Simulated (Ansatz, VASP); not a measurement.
# One calculation of F, two programs

```
F
1.0
     3.18498   -1.83051   -0.24565
     3.18498    1.83051   -0.24565
    -2.39486    0.00000    7.33071
F
4
Direct
  0.08485 0.08485 0.11398
  0.91515 0.91515 0.88602
  0.50157 0.50157 0.59372
  0.49843 0.49843 0.40628
```

Alike in both runs: task single point; functional PBEsol; k mesh 4 × 4 × 2; occupations gaussian, width 0.05 eV; no spin polarisation.

|  | VASP | Ansatz |
| --- | --- | --- |
| version | VASP 6.6.1 | Ansatz 0.2.0 |
| potentials or method | VASP PAW PBE potentials, release 64 (F), cutoff 520 eV | scalar-relativistic, plane waves, PAW |
| valence electrons in the cell | 28 | 28 |

VASP gave:

| Property | Result |
| --- | --- |
| gap on the k mesh at the Fermi level (eV) | 1.02 |
| least direct gap on the mesh (eV) | 1.06 |
| pressure (GPa) | -6.1 |
| traceless stress, the component that is largest in VASP (GPa) | -9.18 |
| rms of the force components (eV/Å) | 1.697 |

Estimate Ansatz's values.

gap on the k mesh at the Fermi level (eV): 1.05; least direct gap on the mesh (eV): 1.09; pressure (GPa): -6.1; traceless stress, the component that is largest in VASP (GPa): -9.95; rms of the force components (eV/Å): 1.767.

VASP's potentials were made for PBE, not for PBEsol. Atom by atom the forces differ by 0.151 eV/Å (rms over components).

The k mesh is coarse, so the values compare programs but aren't converged.
